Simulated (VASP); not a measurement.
## Zn: single point with LDA

The system is Zn.

```
CELL_PARAMETERS angstrom
2.57097 0.00000 0.00000
-1.28549 2.22653 0.00000
0.00000 0.00000 4.73619
ATOMIC_POSITIONS crystal
Zn 0.33333 0.66667 0.25000
Zn 0.66667 0.33333 0.75000
```

```json
{
  "Program": "VASP 6.6.1",
  "Task": "single point",
  "Functional": "LDA",
  "Potentials or basis": "VASP PAW LDA potentials, release 64 (Zn)",
  "Cutoff": "520 eV",
  "k mesh": "14 × 14 × 7",
  "Occupations": "methfessel-paxton, width 0.03 eV",
  "Spin": "no spin polarisation",
  "Dipole correction": "no",
  "Further INCAR settings": "ALGO = Normal; EDIFF = 1e-06; NBANDS = 19"
}
```

| Property | Result |
| --- | --- |
| Pressure | 0.7 GPa |
| Band gap on the k mesh | zero (band 12 reaches 5.21 eV, above the bottom of band 13 at 0.86 eV) |

Stress tensor (GPa, compression positive):
```
 1.71  0.00  0.00
 0.00  1.71  0.00
 0.00  0.00 -1.22
```

Levels at points of the mesh, in eV from the Fermi level:
```csv
k point,band 9,band 10,band 11,band 12,band 13,band 14,band 15,band 16
"(0.00, 0.00, 0.00)",-7.46,-7.19,-7.19,-4.00,-2.74,15.05,18.85,18.85
"(0.50, 0.00, 0.00)",-6.99,-6.96,-3.06,-2.13,3.08,3.82,4.95,6.24
```

Wall time 23 s on 1 thread of AMD EPYC 7R13 Processor (Zen 3), on a shared host, peak memory 0.12 GiB.
